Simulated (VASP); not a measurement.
# Li (P1) in VASP: further runs

Li is run at these levels: PBE; tasks: single point.

Program: VASP 6.6.1. These are calculated values, not measurements. Logs are shortened: lines on timing, memory, paths and dates and some standing lists are left out, and cuts for length are marked.

## Step 1: The cell of the first run

The typed cell holds 16 atoms: a = 7.094 Å, b = 7.094 Å, c = 7.094 Å, α = 90.00°, β = 90.00°, γ = 90.00°.

## Step 2: Single point, PBE

Contents of INCAR:

```
SYSTEM = Li
  ALGO = Normal
  EDIFF = 1E-6
  ENCUT = 650
  GGA = PE
  GGA_COMPAT = .False.
  ISIF = 2
  ISMEAR = -1
  LASPH = .True.
  LCHARG = .False.
  LREAL = .False.
  LWAVE = .False.
  NBANDS = 38
  NELM = 120
  PREC = Accurate
  SIGMA = 0.1
```

Contents of KPOINTS:

```
k-points
0
Gamma
  3 3 3
  0 0 0
```

Contents of POSCAR:

```
Li
1.0
    7.0944470000      0.0000000000      0.0000000000
    0.0000000000      7.0944470000      0.0000000000
    0.0000000000      0.0000000000      7.0944470000
Li
16
Direct
    0.0559874505      0.0099937317      0.0291072722
    0.5138525949     -0.0273735219      0.0074988227
    0.0089083758      0.4858306786      0.0329130657
    0.0633171268     -0.0024808135      0.4725385925
    0.2784854126      0.2670539367      0.2372982700
    0.4870710853      0.4907500190      0.0166609180
    0.5005886999     -0.0327298238      0.5525166373
    0.7468658234      0.2271494875      0.2675613758
    0.0089647579      0.4960640343      0.5027735072
    0.2585402358      0.7099073402      0.2443742268
    0.2344086861      0.2677164267      0.7891383218
    0.5003772669      0.5415785050      0.5428893894
    0.7664304209      0.7894625191      0.2896208824
    0.7751414592      0.1943773771      0.7699824948
    0.2687031139      0.7252573738      0.7616661313
    0.7767624453      0.7477115552      0.7559574411
```

Potentials or basis: VASP PAW PBE potentials, release 64 (Li_sv).

Run with:

```
cat potpaw_PBE.64/Li_sv/POTCAR > POTCAR
mpirun -np 1 vasp_std > vasp.out
```

OUTCAR:

```text
SYSTEM = Li
   EDIFF = 1E-6
   ENCUT = 650
   GGA = PE
   ISIF = 2
   ISMEAR = -1
   LASPH = .True.
   LREAL = .False.
   NELM = 120
   PREC = Accurate

 ion  position               nearest neighbor table
   1  0.056  0.010  0.029-
   2  0.514  0.973  0.007-
   3  0.009  0.486  0.033-
   4  0.063  0.998  0.473-
   5  0.278  0.267  0.237-
   6  0.487  0.491  0.017-
[... 8 lines left out ...]
  15  0.269  0.725  0.762-
  16  0.777  0.748  0.756-

  LATTYP: Found a simple cubic cell.
 ALAT       =     7.0944470000

  Lattice vectors:

 A1 = (   7.0944470000,   0.0000000000,   0.0000000000)
 A2 = (   0.0000000000,   7.0944470000,   0.0000000000)
 A3 = (   0.0000000000,   0.0000000000,   7.0944470000)

Analysis of symmetry for initial positions (statically):
=====================================================================
 Subroutine PRICEL returns:
 Original cell was already a primitive cell.

 Routine SETGRP: Setting up the symmetry group for a
 simple cubic supercell.

 Subroutine GETGRP returns: Found  1 space group operations
 (whereof  1 operations were pure point group operations)
 out of a pool of 48 trial point group operations.

The static configuration has the point symmetry C_1 .

Analysis of symmetry for dynamics (positions and initial velocities):
=====================================================================
 Subroutine PRICEL returns:
 Original cell was already a primitive cell.

 Routine SETGRP: Setting up the symmetry group for a
 simple cubic supercell.

 Subroutine GETGRP returns: Found  1 space group operations
 (whereof  1 operations were pure point group operations)
 out of a pool of 48 trial point group operations.

The dynamic configuration has the point symmetry C_1 .

 Subroutine INISYM returns: Found  1 space group operations
 (whereof  1 operations are pure point group operations),
 and found     1 'primitive' translations

----------------------------------------------------------------------------------------

                                     Primitive cell

  volume of cell :     357.0719

  direct lattice vectors                    reciprocal lattice vectors
     7.094447000  0.000000000  0.000000000     0.140955313  0.000000000  0.000000000
     0.000000000  7.094447000  0.000000000     0.000000000  0.140955313  0.000000000
     0.000000000  0.000000000  7.094447000     0.000000000  0.000000000  0.140955313

  length of vectors
     7.094447000  7.094447000  7.094447000     0.140955313  0.140955313  0.140955313

  position of ions in fractional coordinates (direct lattice)
     0.055987450  0.009993732  0.029107272
     0.513852595  0.972626478  0.007498823
     0.008908376  0.485830679  0.032913066
     0.063317127  0.997519186  0.472538593
     0.278485413  0.267053937  0.237298270
     0.487071085  0.490750019  0.016660918
[... 8 lines left out ...]
     0.268703114  0.725257374  0.761666131
     0.776762445  0.747711555  0.755957441

  ion indices of the primitive-cell ions
   primitive index   ion index
                 1           1
                 2           2
                 3           3
                 4           4
                 5           5
                 6           6
[... 8 lines left out ...]
                15          15
                16          16

----------------------------------------------------------------------------------------

 KPOINTS: k-points

Automatic generation of k-mesh.
 Grid dimensions read from file:
 generate k-points for:    3    3    3

 Generating k-lattice:

  Cartesian coordinates                     Fractional coordinates (reciprocal lattice)
     0.046985104  0.000000000  0.000000000     0.333333333  0.000000000  0.000000000
     0.000000000  0.046985104  0.000000000     0.000000000  0.333333333  0.000000000
     0.000000000  0.000000000  0.046985104     0.000000000  0.000000000  0.333333333

  Length of vectors
     0.046985104  0.046985104  0.046985104

  Shift w.r.t. Gamma in fractional coordinates (k-lattice)
     0.000000000  0.000000000  0.000000000

 Subroutine IBZKPT returns following result:
 ===========================================

 Found     14 irreducible k-points:

 Following reciprocal coordinates:
            Coordinates               Weight
  0.000000  0.000000  0.000000      1.000000
  0.333333  0.000000  0.000000      2.000000
  0.000000  0.333333  0.000000      2.000000
  0.000000  0.000000  0.333333      2.000000
  0.333333  0.333333  0.000000      2.000000
  0.000000  0.333333  0.333333      2.000000
  0.333333  0.000000  0.333333      2.000000
 -0.333333  0.333333  0.000000      2.000000
 -0.333333  0.000000  0.333333      2.000000
  0.000000 -0.333333  0.333333      2.000000
  0.333333  0.333333  0.333333      2.000000
 -0.333333  0.333333  0.333333      2.000000
 -0.333333 -0.333333  0.333333      2.000000
  0.333333 -0.333333  0.333333      2.000000
   k-points           NKPTS =     14   k-points in BZ     NKDIM =     14   number of bands    NBANDS=     38
   number of dos      NEDOS =    301   number of ions     NIONS =     16
   total plane-waves  NPLWV = 216000
   dimension x,y,z NGX =    60 NGY =   60 NGZ =   60
   dimension x,y,z NGXF=   120 NGYF=  120 NGZF=  120
   ions per type =              16
   NGX,Y,Z   is equivalent  to a cutoff of  14.06, 14.06, 14.06 a.u.
   NGXF,Y,Z  is equivalent  to a cutoff of  28.12, 28.12, 28.12 a.u.
 SYSTEM =  Li
   PREC   = accura    normal or accurate (medium, high low for compatibility)
   ISTART =      0    job   : 0-new  1-cont  2-samecut
   ICHARG =      2    charge: 1-file 2-atom 10-const
   ISPIN  =      1    spin polarized calculation?
   LNONCOLLINEAR =      F non collinear calculations
   LSORBIT =      F    spin-orbit coupling
   LASPH  =      T    aspherical Exc in radial PAW
   ENCUT  =  650.0 eV  47.77 Ry    6.91 a.u.  14.75 14.75 14.75*2*pi/ulx,y,z
   NELM   =    120;   NELMIN=  2; NELMDL= -5     # of ELM steps
   EDIFF  = 0.1E-05   stopping-criterion for ELM
   LREAL  =      F    real-space projection
   EDIFFG = 0.1E-04   stopping-criterion for IOM
   NSW    =      0    number of steps for IOM
   IBRION =     -1    ionic relax: 0-MD 1-quasi-New 2-CG
   NFREE  =      0    steps in history (QN), initial steepest desc. (CG)
   ISIF   =      2    stress and relaxation
   ISYM   =      2    0-nonsym 1-usesym 2-fastsym
   POTIM  = 0.5000    time-step for ionic-motion
   TEBEG  =    0.0;   TEEND  =   0.0 temperature during run
   PSTRESS=    0.0 pullay stress
   NELECT =      48.0000    total number of electrons
   NUPDOWN=      -1.0000    fix difference up-down
   EMIN   =  10.00;   EMAX   =-10.00  energy-range for DOS
   EFERMI =   0.00;   METHOD = LEGACY
   ISMEAR =    -1;   SIGMA  =   0.10  broadening in eV -4-tet -1-fermi 0-gaus
   EFERMI_NEDOS =   21; number of points for ismear=-14 and -15
   IALGO  =     38    algorithm
   IMIX   =      4    mixing-type and parameters
     AMIX     =   0.40;   BMIX     =  1.00
     AMIX_MAG =   1.60;   BMIX_MAG =  1.00
  volume/ion in A,a.u.               =      22.32       150.60
  Fermi-wavevector in a.u.,A,eV,Ry     =   0.838629  1.584780  9.568965  0.703299
  Thomas-Fermi vector in A             =   1.952715
   LORBIT       =      0    0 simple, 1 ext, 2 COOP (PROOUT), +10 PAW based schemes
   GGA     = PE    functional components
   LHFCALC =     F    Hartree Fock is set to
   AEXX    =    0.0000 exact exchange contribution
   IVDW    =     0    specifies the selected vdW correction
   LEPSILON=     F    determine dielectric tensor
   LRPA    =     F    only Hartree local field effects (RPA)
 non-spin polarized calculation
  energy-cutoff  :      650.00
  volume of cell :      357.07
 maximum number of plane-waves:     13449
   NGX = 29   NGY = 29   NGZ = 29

 number of electron      47.9999999 magnetization

 Free energy of the ion-electron system (eV)
  ---------------------------------------------------
  ext. energy  EPLUGINS =         0.00000000
  ---------------------------------------------------
  free energy    TOTEN  =       -29.98572911 eV

  energy without entropy =      -29.69800360  energy(sigma->0) =      -29.84186636

 E-fermi :   0.3167     XC(G=0):  -6.7995

 val. band max:        0.3056671068   @ k =   0.0000  -0.3333   0.3333
 cond. band min:       0.3218937175   @ k =   0.0000   0.3333   0.3333
 fundamental gap:      0.0162266107
 Fermi energy:         0.3167164485

 k-point     1 :       0.0000    0.0000    0.0000
  band No.  band energies     occupation
      1     -46.4798      2.00000
      2     -46.4489      2.00000
      3     -46.3811      2.00000
      4     -46.3782      2.00000
      5     -46.3665      2.00000
      6     -46.3654      2.00000
[... 28 lines left out ...]
     35       3.2627      0.00000
     36       3.5080      0.00000

 k-point     2 :       0.3333    0.0000    0.0000
  band No.  band energies     occupation
      1     -46.4798      2.00000
      2     -46.4489      2.00000
      3     -46.3810      2.00000
      4     -46.3783      2.00000
      5     -46.3666      2.00000
      6     -46.3655      2.00000
[... 28 lines left out ...]
     35       3.4599      0.00000
     36       3.5090      0.00000

 k-point     3 :       0.0000    0.3333    0.0000
  band No.  band energies     occupation
      1     -46.4798      2.00000
      2     -46.4489      2.00000
      3     -46.3811      2.00000
      4     -46.3782      2.00000
      5     -46.3665      2.00000
      6     -46.3655      2.00000
[... 28 lines left out ...]
     35       3.4261      0.00000
     36       3.5092      0.00000

 k-point     4 :       0.0000    0.0000    0.3333
  band No.  band energies     occupation
      1     -46.4798      2.00000
      2     -46.4489      2.00000
      3     -46.3810      2.00000
      4     -46.3783      2.00000
      5     -46.3666      2.00000
      6     -46.3654      2.00000
[... 28 lines left out ...]
     35       3.4189      0.00000
     36       3.4443      0.00000

 k-point     5 :       0.3333    0.3333    0.0000
  band No.  band energies     occupation
      1     -46.4798      2.00000
      2     -46.4489      2.00000
      3     -46.3810      2.00000
      4     -46.3783      2.00000
      5     -46.3665      2.00000
      6     -46.3656      2.00000
[... 265 lines left out ...]
 k-point    12 :      -0.3333    0.3333    0.3333
  band No.  band energies     occupation
      1     -46.4798      2.00000
      2     -46.4489      2.00000
      3     -46.3809      2.00000
      4     -46.3783      2.00000
      5     -46.3665      2.00000
      6     -46.3656      2.00000
[... 28 lines left out ...]
     35       3.4330      0.00000
     36       3.5945      0.00000

 k-point    13 :      -0.3333   -0.3333    0.3333
  band No.  band energies     occupation
      1     -46.4798      2.00000
      2     -46.4489      2.00000
      3     -46.3809      2.00000
      4     -46.3783      2.00000
      5     -46.3665      2.00000
      6     -46.3656      2.00000
[... 28 lines left out ...]
     35       3.4040      0.00000
     36       3.5680      0.00000

 k-point    14 :       0.3333   -0.3333    0.3333
  band No.  band energies     occupation
      1     -46.4798      2.00000
      2     -46.4489      2.00000
      3     -46.3809      2.00000
      4     -46.3783      2.00000
      5     -46.3665      2.00000
      6     -46.3656      2.00000
[... 28 lines left out ...]
     35       3.3885      0.00000
     36       3.7481      0.00000
 [bands above 36 left out]

------------------------ aborting loop because EDIFF is reached ----------------------------------------

  FORCE on cell =-STRESS in cart. coord.  units (eV):
  Direction    XX          YY          ZZ          XY          YZ          ZX
  --------------------------------------------------------------------------------------
  -------------------------------------------------------------------------------------
  Total       -1.9557679     -1.9948582     -2.1999706      0.2186282     -0.0899499     -0.0808372
  in kB       -8.7755078     -8.9509053     -9.8712423      0.9809820     -0.4036041     -0.3627158
  external PRESSURE =      -9.1992185 kB  Pullay stress =       0.0000000 kB

 VOLUME and BASIS-vectors are now :
 -----------------------------------------------------------------------------
  energy-cutoff  :      650.00
  volume of cell :      357.07
      direct lattice vectors                 reciprocal lattice vectors
     7.094447000  0.000000000  0.000000000     0.140955313  0.000000000  0.000000000
     0.000000000  7.094447000  0.000000000     0.000000000  0.140955313  0.000000000
     0.000000000  0.000000000  7.094447000     0.000000000  0.000000000  0.140955313

 POSITION                                       TOTAL-FORCE (eV/Angst)
 -----------------------------------------------------------------------------------
      0.39720      0.07090      0.20650        -0.219131     -0.205149     -0.043461
      3.64550      6.90025      0.05320        -0.127365      0.032938      0.033451
      0.06320      3.44670      0.23350        -0.274884      0.082949     -0.065051
      0.44920      7.07685      3.35240        -0.090794      0.022239      0.257628
      1.97570      1.89460      1.68350         0.070128     -0.160184      0.365916
      3.45550      3.48160      0.11820         0.495976      0.082852     -0.199242
[... 8 lines left out ...]
      1.90630      5.14530      5.40360        -0.400793      0.164728      0.238653
      5.51070      5.30460      5.36310         0.194291      0.004492      0.165294
 -----------------------------------------------------------------------------------
    total drift:                               -0.000093     -0.000405      0.000042

  FREE ENERGIE OF THE ION-ELECTRON SYSTEM (eV)
  ---------------------------------------------------
  free  energy   TOTEN  =       -29.9857291135 eV

  energy  without entropy=      -29.6980036015  energy(sigma->0) =      -29.84186636
```

Wall time 2.1 min (1 thread of AMD EPYC 9R45 (Zen 5), shared host); peak memory 0.52 GiB.

What came out:

- Free energy: -29.9857 eV
- Pressure: -0.9 GPa
- Largest force: 0.579 eV/Å
- Band gap on the k mesh: zero (bands 24 and 25 overlap by 0.45 eV)

Forces on the atoms (eV/Å):
```
Li  -0.219 -0.205 -0.043
Li  -0.127  0.033  0.033
Li  -0.275  0.083 -0.065
Li  -0.091  0.022  0.258
Li   0.070 -0.160  0.366
Li   0.496  0.083 -0.199
Li  -0.115  0.282 -0.229
Li   0.018  0.098  0.054
Li  -0.018 -0.092  0.009
Li   0.080  0.217  0.159
Li   0.207 -0.078 -0.265
Li   0.207 -0.466 -0.273
Li  -0.032 -0.232 -0.138
Li   0.007  0.247 -0.069
Li  -0.401  0.165  0.239
Li   0.194  0.004  0.165
```

Stress tensor (GPa, compression positive):
```
-0.88  0.10 -0.04
 0.10 -0.90 -0.04
-0.04 -0.04 -0.99
```

Levels at points of the mesh, in eV from the Fermi level:
```
           k point  band 22  band 23  band 24  band 25  band 26  band 27
(0.00, 0.00, 0.00)    -0.95    -0.92     0.26     0.32     0.33     0.34
```

## Step 3: Single point, PBE

Contents of INCAR:

```
SYSTEM = Li
ALGO = Normal ; EDIFF = 1E-6
ENCUT = 650 ; GGA = PE
GGA_COMPAT = .FALSE. ; ISIF = 2
ISMEAR = -1 ; LASPH = .TRUE.
LCHARG = .FALSE. ; LREAL = .FALSE.
LWAVE = .FALSE. ; NBANDS = 38
NELM = 120 ; PREC = Accurate
SIGMA = 0.1
```

Contents of KPOINTS:

```
k-points
0
G
  3 3 3
  0 0 0
```

Contents of POSCAR:

```
Li
1.0
    7.0944470000      0.0000000000      0.0000000000
    0.0000000000      7.0944470000      0.0000000000
    0.0000000000      0.0000000000      7.0944470000
Li
16
Direct
    0.0321519070     -0.0512372564      0.0244980335
    0.5219575254     -0.0498136077      0.0455003752
   -0.0785825872      0.4852668573      0.0304322522
    0.0398762581     -0.0259780643      0.4855487679
    0.2962034955      0.2398072746      0.2567923899
    0.5353764712      0.4872825183     -0.0725074132
    0.4817711655     -0.0790195487      0.5767468557
    0.8108031535      0.2081205202      0.3037868914
   -0.0117697687      0.4410914621      0.5245933897
    0.2649114159      0.6848172944      0.2584697581
    0.2132512936      0.2419356999      0.7889973665
    0.5850068370      0.4234438569      0.5019136798
    0.7731539893      0.7510944828      0.3212371591
    0.7900545314      0.1784071401      0.7475987910
    0.2260359405      0.6725964688      0.7203944155
    0.8463379880      0.7350678636      0.7346449977
```

Potentials or basis: VASP PAW PBE potentials, release 64 (Li_sv).

Run with:

```
cat potpaw_PBE.64/Li_sv/POTCAR > POTCAR
mpirun -np 1 vasp_std > vasp.out
```

Run time: 2.3 min. Hardware: 1 thread of AMD EPYC 9R45 (Zen 5), shared host; peak memory 0.52 GiB.

Results (log left out):

* Free energy: -29.5980 eV
* Pressure: -0.8 GPa
* Largest force: 0.707 eV/Å
* Band gap on the k mesh: zero (bands 24 and 25 overlap by 0.48 eV)

Forces on the atoms (eV/Å):
```
Li   0.064  0.030  0.047
Li   0.079  0.043 -0.183
Li   0.355 -0.096  0.095
Li   0.364  0.053  0.095
Li  -0.092 -0.028  0.006
Li  -0.042  0.026  0.215
Li   0.118  0.284 -0.139
Li  -0.276 -0.344 -0.553
Li   0.307  0.152 -0.142
Li  -0.022 -0.110  0.038
Li   0.196 -0.127  0.004
Li  -0.473  0.313  0.164
Li  -0.141 -0.154 -0.196
Li  -0.130 -0.122  0.200
Li   0.185  0.008  0.257
Li  -0.492  0.071  0.092
```

Stress tensor (GPa, compression positive):
```
-0.57  0.12  0.39
 0.12 -0.77 -0.09
 0.39 -0.09 -1.16
```

Levels at points of the mesh, in eV from the Fermi level:
| k point | band 20 | band 21 | band 22 | band 23 | band 24 | band 25 | band 26 | band 27 | band 28 | band 29 |
| --- | --- | --- | --- | --- | --- | --- | --- | --- | --- | --- |
| (0.00, 0.00, 0.00) | -1.11 | -1.08 | -1.03 | -1.00 | 0.29 | 0.31 | 0.35 | 0.41 | 0.45 | 0.58 |

[end of part 1 of 2]

The gap in the log of VASP goes by the Fermi energy; the results here count the filled bands.